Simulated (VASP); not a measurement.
A run of VASP 6.6.1:

INCAR

```
SYSTEM = Sb
PREC = Accurate
ENCUT = 600
EDIFF = 1E-7
ISMEAR = 0
SIGMA = 0.15
LREAL = .False.
LASPH = .True.
NELM = 100
ALGO = Normal
ISIF = 3
LWAVE = .False.
LCHARG = .False.
GGA = PS
IBRION = 2
NSW = 100
EDIFFG = -0.01
```

KPOINTS

```
regular mesh
0
Gamma
  12 12 6
  0 0 0
```

The input POSCAR:

```
Sb
1.0
    3.1980550902     -0.1885869504      0.0032134097
   -1.7623486350      3.1241070251     -0.0653914684
    0.0052881977     -0.1212070539      5.6370573702
Sb
2
Direct
    0.3294663286      0.7216946396      0.2305115680
    0.6705336714      0.2783053604      0.7694884320
```

Potentials or basis: VASP PAW PBE potentials, release 64 (Sb).

Command:

```bash
$ cat potpaw_PBE.64/Sb/POTCAR > POTCAR
$ mpirun -np 1 vasp_std > vasp.out
```

Hardware: 1 thread of Intel(R) Xeon(R) Platinum 8259CL CPU @ 2.50GHz (Skylake/Cascade Lake) (shared host).

Question: Estimate the wall time of this run.

Answer: Run time: 84 min on 1 thread of Intel(R) Xeon(R) Platinum 8259CL CPU @ 2.50GHz (Skylake/Cascade Lake), on a shared host, peak memory 0.49 GiB. Counts: scf iterations 387, k points 436, ion steps 62.
